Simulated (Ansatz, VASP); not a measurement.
## Ti4NO3: VASP beside Ansatz

Contents of INCAR:

```
SYSTEM = Ti4NO3
PREC = Accurate ; ENCUT = 520
EDIFF = 1E-6 ; ISMEAR = 0
SIGMA = 0.1 ; LREAL = .False.
LASPH = .True. ; NELM = 80
ALGO = Normal ; ISIF = 2
LWAVE = .False. ; LCHARG = .False.
GGA = PE ; NBANDS = 46
```

Contents of KPOINTS:

```
regular mesh
0
Gamma
  18 18 4
  0 0 0
```

The input POSCAR:

```
Ti4NO3
1.0
    2.8495025541      0.0000000000      0.0000000000
   -1.4247512771      2.4677416000      0.0000000000
    0.0000000000      0.0000000000     11.1512378145
Ti N O
4 1 3
Direct
    0.6666666667      0.3333333333      0.8736835834
    0.6666666667      0.3333333333      0.1263164166
    0.6666666667      0.3333333333      0.3809743258
    0.6666666667      0.3333333333      0.6190256742
    0.0000000000      0.0000000000      0.5000000000
    0.0000000000      0.0000000000      0.0000000000
    0.0000000000      0.0000000000      0.2503542272
    0.0000000000      0.0000000000      0.7496457728
```

Input for Ansatz:

```yaml
crystal:
  lattice:
    - [2.8495025541, 0.0, 0.0]
    - [-1.4247512771, 2.4677416, 0.0]
    - [0.0, 0.0, 11.1512378145]
  atoms:
    - { symbol: Ti, position: [0.6666666667, 0.3333333333, 0.8736835834] }
    - { symbol: Ti, position: [0.6666666667, 0.3333333333, 0.1263164166] }
    - { symbol: Ti, position: [0.6666666667, 0.3333333333, 0.3809743258] }
    - { symbol: Ti, position: [0.6666666667, 0.3333333333, 0.6190256742] }
    - { symbol: "N", position: [0.0, 0.0, 0.5] }
    - { symbol: O, position: [0.0, 0.0, 0.0] }
    - { symbol: O, position: [0.0, 0.0, 0.2503542272] }
    - { symbol: O, position: [0.0, 0.0, 0.7496457728] }
basis:
  ecutwfc: 420
kpoints:
  mp_grid: { grid: [18, 18, 4] }
  band_path:
    path:
      - [[0.0, 0.0, 0.0], [0.5, 0.0, 0.0], [0.33333333, 0.33333333, 0.0], [0.0, 0.0, 0.0], [0.0, 0.0, 0.5], [0.5, 0.0, 0.5], [0.33333333, 0.33333333, 0.5], [0.0, 0.0, 0.5]]
      - [[0.5, 0.0, 0.5], [0.5, 0.0, 0.0]]
      - [[0.33333333, 0.33333333, 0.5], [0.33333333, 0.33333333, 0.0]]
    npoints: 14
hamiltonian:
  xc: pbe
scf:
  occupations: { method: gaussian, width: 0.1 }
  n_extra_bands: 20
output:
  forces: true
  stress: true
  eigenvalues: true
  populations: true
  dos: { projected: true, de: 0.02, nscf_kmesh: { grid: [22, 22, 5] } }
  bader: true
  write_density: true
  write_potential: true
  elf: true
  volumetric_format: npy
checkpoint:
  read: start.run
  write: ck
  compress: false
  write_wavefunctions: false
  write_every: 100000
```

Alike in both runs: task single point; functional PBE; k mesh 18 × 18 × 4; occupations gaussian, width 0.1 eV; no spin polarisation.

```csv
,VASP,Ansatz
version,VASP 6.6.1,Ansatz 0.2.0
potentials or method,"VASP PAW PBE potentials, release 64 (Ti_sv, N, O), cutoff 520 eV","scalar-relativistic, plane waves, PAW"
valence electrons in the cell,71,71
```

```csv
,VASP,Ansatz,Ansatz less VASP
gap on the k mesh at the Fermi level (eV),none,none,-
pressure (GPa),0.5,0.0,-0.54
"traceless stress, the component that is largest in VASP (GPa)",0.10,-0.02,-0.114
rms of the force components (eV/Å),0.003,0.001,-0.0026
```

Atom by atom the forces differ by 0.003 eV/Å (rms over components). A gap of «none» marks a metal or a gap that the smearing closes.
